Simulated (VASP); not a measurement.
# Mg (Fm-3m) in VASP: a series of runs

Runs on Mg. Level: LDA. Tasks: single point.

Program: VASP 6.6.1. These are calculated values, not measurements. Logs are shortened: lines on timing, memory, paths and dates and some standing lists are left out, and cuts for length are marked.

## Step 1: The cell of the first run

The structure is cubic, space group Fm-3m (No. 225). The conventional cell has a = 4.264 Å, b = 4.264 Å, c = 4.264 Å, α = 90.00°, β = 90.00°, γ = 90.00°. Mg (site symmetry m-3m) has 12 Mg at 3.02 Å within 4.0 Å.

## Step 2: Single point, LDA (strain -0.050 along x and y, -0.050 along z)

Contents of INCAR:

```
SYSTEM = Mg
ALGO = Normal ; EDIFF = 1E-6
ENCUT = 520 ; ISIF = 2
ISMEAR = 0 ; LASPH = .True.
LCHARG = .False. ; LREAL = .False.
LWAVE = .False. ; NBANDS = 7
NELM = 60 ; PREC = Accurate
SIGMA = 0.15
```

Contents of KPOINTS:

```
k-points
0
Gamma
  18 18 18
  0 0 0
```

Contents of POSCAR:

```
Mg
1.0
    0.0000000000      2.1320432000      2.1320432000
    2.1320432000      0.0000000000      2.1320432000
    2.1320432000      2.1320432000      0.0000000000
Mg
1
Direct
    0.0000000000      0.0000000000      0.0000000000
```

Potentials or basis: VASP PAW LDA potentials, release 64 (Mg).

Launch:

```bash
$ cat potpaw_LDA.64/Mg/POTCAR > POTCAR
$ mpirun -np 1 vasp_std > vasp.out
```

OUTCAR:

```text
SYSTEM = Mg
   EDIFF = 1E-6
   ENCUT = 520
   ISIF = 2
   ISMEAR = 0
   LASPH = .True.
   LREAL = .False.
   NELM = 60
   PREC = Accurate

 ion  position               nearest neighbor table
   1  0.000  0.000  0.000-

  LATTYP: Found a face centered cubic cell.
 ALAT       =     4.2640864000

  Lattice vectors:

 A1 = (   0.0000000000,   2.1320432000,   2.1320432000)
 A2 = (   2.1320432000,   0.0000000000,   2.1320432000)
 A3 = (   2.1320432000,   2.1320432000,   0.0000000000)

Analysis of symmetry for initial positions (statically):
=====================================================================
 Subroutine PRICEL returns:
 Original cell was already a primitive cell.

 Routine SETGRP: Setting up the symmetry group for a
 face centered cubic supercell.

 Subroutine GETGRP returns: Found 48 space group operations
 (whereof 48 operations were pure point group operations)
 out of a pool of 48 trial point group operations.

The static configuration has the point symmetry O_h .

Analysis of symmetry for dynamics (positions and initial velocities):
=====================================================================
 Subroutine PRICEL returns:
 Original cell was already a primitive cell.

 Routine SETGRP: Setting up the symmetry group for a
 face centered cubic supercell.

 Subroutine GETGRP returns: Found 48 space group operations
 (whereof 48 operations were pure point group operations)
 out of a pool of 48 trial point group operations.

The dynamic configuration has the point symmetry O_h .

 Subroutine INISYM returns: Found 48 space group operations
 (whereof 48 operations are pure point group operations),
 and found     1 'primitive' translations

----------------------------------------------------------------------------------------

                                     Primitive cell

  volume of cell :      19.3829

  direct lattice vectors                    reciprocal lattice vectors
     0.000000000  2.132043200  2.132043200    -0.234516824  0.234516824  0.234516824
     2.132043200  0.000000000  2.132043200     0.234516824 -0.234516824  0.234516824
     2.132043200  2.132043200  0.000000000     0.234516824  0.234516824 -0.234516824

  length of vectors
     3.015164409  3.015164409  3.015164409     0.406195054  0.406195054  0.406195054

  position of ions in fractional coordinates (direct lattice)
     0.000000000  0.000000000  0.000000000

  ion indices of the primitive-cell ions
   primitive index   ion index
                 1           1

----------------------------------------------------------------------------------------

 KPOINTS: k-points

Automatic generation of k-mesh.
 Grid dimensions read from file:
 generate k-points for:   18   18   18

 Generating k-lattice:

  Cartesian coordinates                     Fractional coordinates (reciprocal lattice)
    -0.013028712  0.013028712  0.013028712     0.055555556  0.000000000  0.000000000
     0.013028712 -0.013028712  0.013028712     0.000000000  0.055555556  0.000000000
     0.013028712  0.013028712 -0.013028712     0.000000000  0.000000000  0.055555556

  Length of vectors
     0.022566392  0.022566392  0.022566392

  Shift w.r.t. Gamma in fractional coordinates (k-lattice)
     0.000000000  0.000000000  0.000000000

 Subroutine IBZKPT returns following result:
 ===========================================

 Found    195 irreducible k-points:

 Following reciprocal coordinates:
            Coordinates               Weight
  0.000000  0.000000  0.000000      1.000000
  0.055556  0.000000  0.000000      8.000000
  0.111111  0.000000  0.000000      8.000000
  0.166667  0.000000  0.000000      8.000000
  0.222222  0.000000  0.000000      8.000000
  0.277778  0.000000  0.000000      8.000000
[... 16 lines left out ...]
 -0.277778  0.055556  0.000000     24.000000
 -0.222222  0.055556  0.000000     24.000000
 [... further k-points ...]
   k-points           NKPTS =    195   k-points in BZ     NKDIM =    195   number of bands    NBANDS=      7
   number of dos      NEDOS =    301   number of ions     NIONS =      1
   total plane-waves  NPLWV =  13824
   dimension x,y,z NGX =    24 NGY =   24 NGZ =   24
   dimension x,y,z NGXF=    48 NGYF=   48 NGZF=   48
   ions per type =               1
   NGX,Y,Z   is equivalent  to a cutoff of  13.23, 13.23, 13.23 a.u.
   NGXF,Y,Z  is equivalent  to a cutoff of  26.47, 26.47, 26.47 a.u.
 SYSTEM =  Mg
   PREC   = accura    normal or accurate (medium, high low for compatibility)
   ISTART =      0    job   : 0-new  1-cont  2-samecut
   ICHARG =      2    charge: 1-file 2-atom 10-const
   ISPIN  =      1    spin polarized calculation?
   LNONCOLLINEAR =      F non collinear calculations
   LSORBIT =      F    spin-orbit coupling
   LASPH  =      T    aspherical Exc in radial PAW
   ENCUT  =  520.0 eV  38.22 Ry    6.18 a.u.   5.61  5.61  5.61*2*pi/ulx,y,z
   NELM   =     60;   NELMIN=  2; NELMDL= -5     # of ELM steps
   EDIFF  = 0.1E-05   stopping-criterion for ELM
   LREAL  =      F    real-space projection
   EDIFFG = 0.1E-04   stopping-criterion for IOM
   NSW    =      0    number of steps for IOM
   IBRION =     -1    ionic relax: 0-MD 1-quasi-New 2-CG
   NFREE  =      0    steps in history (QN), initial steepest desc. (CG)
   ISIF   =      2    stress and relaxation
   ISYM   =      2    0-nonsym 1-usesym 2-fastsym
   POTIM  = 0.5000    time-step for ionic-motion
   TEBEG  =    0.0;   TEEND  =   0.0 temperature during run
   PSTRESS=    0.0 pullay stress
   NELECT =       2.0000    total number of electrons
   NUPDOWN=      -1.0000    fix difference up-down
   EMIN   =  10.00;   EMAX   =-10.00  energy-range for DOS
   EFERMI =   0.00;   METHOD = LEGACY
   ISMEAR =     0;   SIGMA  =   0.15  broadening in eV -4-tet -1-fermi 0-gaus
   EFERMI_NEDOS =   21; number of points for ismear=-14 and -15
   IALGO  =     38    algorithm
   IMIX   =      4    mixing-type and parameters
     AMIX     =   0.40;   BMIX     =  1.00
     AMIX_MAG =   1.60;   BMIX_MAG =  1.00
  volume/ion in A,a.u.               =      19.38       130.80
  Fermi-wavevector in a.u.,A,eV,Ry     =   0.767854  1.451034  8.021998  0.589600
  Thomas-Fermi vector in A             =   1.868501
   LORBIT       =      0    0 simple, 1 ext, 2 COOP (PROOUT), +10 PAW based schemes
   GGA     = CA    functional components
   LHFCALC =     F    Hartree Fock is set to
   AEXX    =    0.0000 exact exchange contribution
   IVDW    =     0    specifies the selected vdW correction
   LEPSILON=     F    determine dielectric tensor
   LRPA    =     F    only Hartree local field effects (RPA)
 non-spin polarized calculation
 Gauss-broadening in eV      SIGMA  =   0.15
  energy-cutoff  :      520.00
  volume of cell :       19.38
 maximum number of plane-waves:       544
   NGX = 11   NGY = 11   NGZ = 11

 number of electron       2.0000000 magnetization

 Free energy of the ion-electron system (eV)
  ---------------------------------------------------
  ext. energy  EPLUGINS =         0.00000000
  ---------------------------------------------------
  free energy    TOTEN  =        -1.76529930 eV

  energy without entropy =       -1.76066228  energy(sigma->0) =       -1.76298079

 E-fermi :   3.3768     XC(G=0):  -9.2430

 val. band max:        3.3480465087   @ k =   0.5000   0.1111   0.0556
 cond. band min:       3.4051511079   @ k =  -0.3889   0.2778   0.0556
 fundamental gap:      0.0571045993
 Fermi energy:         3.3767960998

 k-point     1 :       0.0000    0.0000    0.0000
  band No.  band energies     occupation
      1      -4.2693      2.00000
      2      16.7706      0.00000
      3      16.7706      0.00000
      4      16.7706      0.00000
      5      19.5175      0.00000
      6      19.5531      0.00000
      7      19.5531      0.00000

 k-point     2 :       0.0556    0.0000    0.0000
  band No.  band energies     occupation
      1      -4.1925      2.00000
      2      15.5820      0.00000
      3      16.6396      0.00000
      4      16.6396      0.00000
      5      19.4252      0.00000
      6      19.8059      0.00000
      7      19.8059      0.00000

 k-point     3 :       0.1111    0.0000    0.0000
  band No.  band energies     occupation
      1      -3.9625      2.00000
      2      13.6472      0.00000
      3      16.3504      0.00000
      4      16.3504      0.00000
      5      19.1445      0.00000
      6      20.4546      0.00000
      7      20.4546      0.00000

 k-point     4 :       0.1667    0.0000    0.0000
  band No.  band energies     occupation
      1      -3.5807      2.00000
      2      11.6717      0.00000
      3      16.0445      0.00000
      4      16.0445      0.00000
      5      18.8113      0.00000
      6      20.7778      0.00000
      7      20.7778      0.00000

 k-point     5 :       0.2222    0.0000    0.0000
  band No.  band energies     occupation
      1      -3.0492      2.00000
      2       9.7581      0.00000
      3      15.7914      0.00000
      4      15.7914      0.00000
      5      18.5142      0.00000
      6      19.8269      0.00000
      7      19.8269      0.00000
[... 161 lines left out ...]
 k-point    22 :      -0.3333    0.0556    0.0000
  band No.  band energies     occupation
      1      -1.1802      2.00000
      2       5.7353      0.00000
      3      14.0241      0.00000
      4      16.1490      0.00000
      5      17.4581      0.00000
      6      18.1162      0.00000
      7      19.0351      0.00000

 k-point    23 :      -0.2778    0.0556    0.0000
  band No.  band energies     occupation
      1      -2.0466      2.00000
      2       7.4067      0.00000
      3      14.0699      0.00000
      4      16.4581      0.00000
      5      17.8826      0.00000
      6      18.6660      0.00000
      7      19.2713      0.00000

 k-point    24 :      -0.2222    0.0556    0.0000
  band No.  band energies     occupation
      1      -2.7722      2.00000
      2       9.1848      0.00000
      3      14.2318      0.00000
      4      16.6842      0.00000
      5      18.5969      0.00000
      6      19.0032      0.00000
      7      19.9280      0.00000

 [... further k-points ...]

------------------------ aborting loop because EDIFF is reached ----------------------------------------

  FORCE on cell =-STRESS in cart. coord.  units (eV):
  Direction    XX          YY          ZZ          XY          YZ          ZX
  --------------------------------------------------------------------------------------
  -------------------------------------------------------------------------------------
  Total        0.6506602      0.6506602      0.6506602      0.0000000      0.0000000      0.0000000
  in kB       53.7832247     53.7832247     53.7832247      0.0000000      0.0000000      0.0000000
  external PRESSURE =      53.7832247 kB  Pullay stress =       0.0000000 kB

 VOLUME and BASIS-vectors are now :
 -----------------------------------------------------------------------------
  energy-cutoff  :      520.00
  volume of cell :       19.38
      direct lattice vectors                 reciprocal lattice vectors
     0.000000000  2.132043200  2.132043200    -0.234516824  0.234516824  0.234516824
     2.132043200  0.000000000  2.132043200     0.234516824 -0.234516824  0.234516824
     2.132043200  2.132043200  0.000000000     0.234516824  0.234516824 -0.234516824

 POSITION                                       TOTAL-FORCE (eV/Angst)
 -----------------------------------------------------------------------------------
      0.00000      0.00000      0.00000         0.000000      0.000000      0.000000
 -----------------------------------------------------------------------------------
    total drift:                               -0.000000      0.000000      0.000000

  FREE ENERGIE OF THE ION-ELECTRON SYSTEM (eV)
  ---------------------------------------------------
  free  energy   TOTEN  =        -1.7652993028 eV

  energy  without entropy=       -1.7606622809  energy(sigma->0) =       -1.76298079
```

Wall time 8.2 s (1 thread of Intel Xeon Platinum 8488C (Sapphire Rapids), shared host); peak memory 0.14 GiB.

What came out:

| Quantity | Value |
| --- | --- |
| Free energy | -1.7653 eV |
| Pressure | 5.4 GPa |
| Band gap on the k mesh | zero (band 1 reaches 4.56 eV, above the bottom of band 2 at 2.08 eV) |

Caveat: the cell differs from its parent crystal (strain -0.050 along x and y, -0.050 along z).

## Step 3: Single point, LDA

Contents of INCAR:

```
PREC = Accurate
ENCUT = 520
EDIFF = 1E-6
ISMEAR = -5
SIGMA = 0.15
LREAL = False
LASPH = True
NELM = 80
ALGO = Normal
ISIF = 2
LWAVE = False
LCHARG = False
GGA = CA
NBANDS = 7
```

Contents of KPOINTS:

```
regular mesh
0
Gamma
  18 18 18
```

POSCAR is that of step 2.

Potentials or basis: VASP PAW LDA potentials, release 64 (Mg).

Launch:

```bash
$ cat potpaw_LDA.64/Mg/POTCAR > POTCAR
$ mpirun -np 1 vasp_std > vasp.out
```

OUTCAR:

```text
PREC = Accurate
   ENCUT = 520
   EDIFF = 1E-6
   ISMEAR = -5
   LREAL = False
   LASPH = True
   NELM = 80
   ISIF = 2
   GGA = CA

 ion  position               nearest neighbor table
   1  0.000  0.000  0.000-

  LATTYP: Found a face centered cubic cell.
 ALAT       =     4.2640864000

  Lattice vectors:

 A1 = (   0.0000000000,   2.1320432000,   2.1320432000)
 A2 = (   2.1320432000,   0.0000000000,   2.1320432000)
 A3 = (   2.1320432000,   2.1320432000,   0.0000000000)

Analysis of symmetry for initial positions (statically):
=====================================================================
 Subroutine PRICEL returns:
 Original cell was already a primitive cell.

 Routine SETGRP: Setting up the symmetry group for a
 face centered cubic supercell.

 Subroutine GETGRP returns: Found 48 space group operations
 (whereof 48 operations were pure point group operations)
 out of a pool of 48 trial point group operations.

The static configuration has the point symmetry O_h .

[... 158 lines left out ...]
  energy without entropy =       -1.76247147  energy(sigma->0) =       -1.76247147

 E-fermi :   3.3753     XC(G=0):  -9.2433

 val. band max:        3.4929890494   @ k =  -0.3889   0.5000   0.1111
 cond. band min:       3.3153523041   @ k =  -0.4444   0.2222   0.0000
 fundamental gap:     -0.1776367453
 Fermi energy:         3.3752802206

 k-point     1 :       0.0000    0.0000    0.0000
  band No.  band energies     occupation
      1      -4.2695      2.00000
      2      16.7703      0.00000
      3      16.7703      0.00000
      4      16.7703      0.00000
      5      19.5171      0.00000
      6      19.5527      0.00000
      7      19.5527      0.00000
[... 221 lines left out ...]
 k-point    24 :      -0.2222    0.0556    0.0000
  band No.  band energies     occupation
      1      -2.7724      2.00000
      2       9.1846      0.00000
      3      14.2315      0.00000
      4      16.6839      0.00000
      5      18.5965      0.00000
      6      19.0030      0.00000
      7      19.9276      0.00000

 [... further k-points ...]

------------------------ aborting loop because EDIFF is reached ----------------------------------------

  FORCE on cell =-STRESS in cart. coord.  units (eV):
  Direction    XX          YY          ZZ          XY          YZ          ZX
  --------------------------------------------------------------------------------------
  -------------------------------------------------------------------------------------
  Total        0.6371912      0.6371912      0.6371912      0.0000000      0.0000000      0.0000000
  in kB       52.6698850     52.6698850     52.6698850      0.0000000      0.0000000      0.0000000
  external PRESSURE =      52.6698850 kB  Pullay stress =       0.0000000 kB

 VOLUME and BASIS-vectors are now :
 -----------------------------------------------------------------------------
  energy-cutoff  :      520.00
  volume of cell :       19.38
      direct lattice vectors                 reciprocal lattice vectors
     0.000000000  2.132043200  2.132043200    -0.234516824  0.234516824  0.234516824
     2.132043200  0.000000000  2.132043200     0.234516824 -0.234516824  0.234516824
     2.132043200  2.132043200  0.000000000     0.234516824  0.234516824 -0.234516824

 POSITION                                       TOTAL-FORCE (eV/Angst)
 -----------------------------------------------------------------------------------
      0.00000      0.00000      0.00000         0.000000      0.000000      0.000000
 -----------------------------------------------------------------------------------
    total drift:                                0.000000     -0.000000     -0.000000

  FREE ENERGIE OF THE ION-ELECTRON SYSTEM (eV)
  ---------------------------------------------------
  free  energy   TOTEN  =        -1.7624714727 eV

  energy  without entropy=       -1.7624714727  energy(sigma->0) =       -1.76247147
```

stdout:

```text
POSCAR found type information on POSCAR Mg
 POSCAR found :  1 types and       1 ions
 scaLAPACK will be used
 LDA part: xc-table for (Slater(with rela. corr.)+CA(PZ))
 , standard interpolation
 POSCAR, INCAR and KPOINTS ok, starting setup
 FFT: planning ... GRIDC
 FFT: planning ... GRID_SOFT
 FFT: planning ... GRID
 WAVECAR not read
 entering main loop
 -----------------------------------------------------------------------------
|                                                                             |
|           W    W    AA    RRRRR   N    N  II  N    N   GGGG   !!!           |
|           W    W   A  A   R    R  NN   N  II  NN   N  G    G  !!!           |
|           W    W  A    A  R    R  N N  N  II  N N  N  G       !!!           |
|           W WW W  AAAAAA  RRRRR   N  N N  II  N  N N  G  GGG   !            |
|           WW  WW  A    A  R   R   N   NN  II  N   NN  G    G                |
|           W    W  A    A  R    R  N    N  II  N    N   GGGG   !!!           |
|                                                                             |
|     Tetrahedron method does not include variations of the Fermi             |
|     occupations, so forces and stress will be inaccurate. We suggest        |
|     using a different smearing scheme ISMEAR = 1 or 2 for metals in         |
|     relaxations.                                                            |
|                                                                             |
 -----------------------------------------------------------------------------
```

It took 8.6 s on 1 thread of Intel Xeon Platinum 8488C (Sapphire Rapids), shared host; peak memory 0.14 GiB.

Results:

- Free energy: -1.7625 eV
- Pressure: 5.3 GPa
- Band gap on the k mesh: zero (band 1 reaches 4.56 eV, above the bottom of band 2 at 2.08 eV)

Caveat: tetrahedron occupations give inexact forces and stress in metals.
